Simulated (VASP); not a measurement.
Write the native input for VASP 6.6.1 that does the following.

```yaml
Task: relaxation of cell and atoms
Functional: PBE
Potentials_or_basis: VASP PAW PBE potentials, release 64 (Ti_sv, Sn_d, Te)
Cutoff: 500 eV
k_mesh: 3 × 3 × 3
Occupations: gaussian, width 0.1 eV
Spin: no spin polarisation
Dipole_correction: no
Further_INCAR_settings: ALGO = Normal; EDIFF = 1e-07; IBRION = 2; EDIFFG = -0.04; NSW = 90; ISIF = 3
```

The structure of TiSnTe3 lies in POSCAR:

```
TiSnTe3
1.0
    3.5607075600      2.0557754700      3.9658846700
   -3.5607075600      2.0557754700      3.9658846700
    0.0000000000     -4.1115509400      3.9658846700
Ti Sn Te
1 1 3
Direct
    0.5000000000      0.5000000000      0.5000000000
    0.0000000000      0.0000000000      0.0000000000
    0.5000000000      0.5000000000      0.0000000000
    0.0000000000      0.5000000000      0.5000000000
    0.5000000000      0.0000000000      0.5000000000
```

The cell was generated, and may not be a known phase.

One way to write it, as run:

INCAR

```
SYSTEM = TiSnTe3
PREC = Accurate
ENCUT = 500
EDIFF = 1E-7
ISMEAR = 0
SIGMA = 0.1
LREAL = .False.
LASPH = .True.
NELM = 120
ALGO = Normal
ISIF = 3
LWAVE = .False.
LCHARG = .False.
GGA = PE
IBRION = 2
NSW = 90
EDIFFG = -0.04
GGA_COMPAT = .False.
NELMIN = 4
```

KPOINTS

```
Automatic mesh
0
Gamma
  3 3 3
  0 0 0
```

Potentials or basis: VASP PAW PBE potentials, release 64 (Ti_sv, Sn_d, Te).

The run is started by

```console
$ cat potpaw_PBE.64/Ti_sv/POTCAR potpaw_PBE.64/Sn_d/POTCAR potpaw_PBE.64/Te/POTCAR > POTCAR
$ mpirun -np 1 vasp_std > vasp.out
```

Results of the run:

| Quantity | Value |
| --- | --- |
| Relaxed volume | 31.25 Å³/atom |
| Relaxed cell | a = 5.408 Å, b = 5.408 Å, c = 5.408 Å, α = 84.68°, β = 84.68°, γ = 84.68° |
| Space group after relaxing (to 0.1 Å) | R-3m (No. 166) |
| Energy gained by relaxing | 73.3 meV/atom |
| Ionic steps | 8 |
| Pressure after relaxing | 0.1 GPa |
| Band gap on the k mesh | zero (bands 22 and 23 overlap by 0.38 eV) |

Caveat: the k points lie up to 0.39 Å⁻¹ apart in the final cell; spin-orbit coupling is left out, which moves the levels of the heavy elements.

It took 2.3 min on 1 thread of AMD EPYC 9R45 96-Core Processor (Zen 5), with other jobs on the host, peak memory 0.25 GiB.
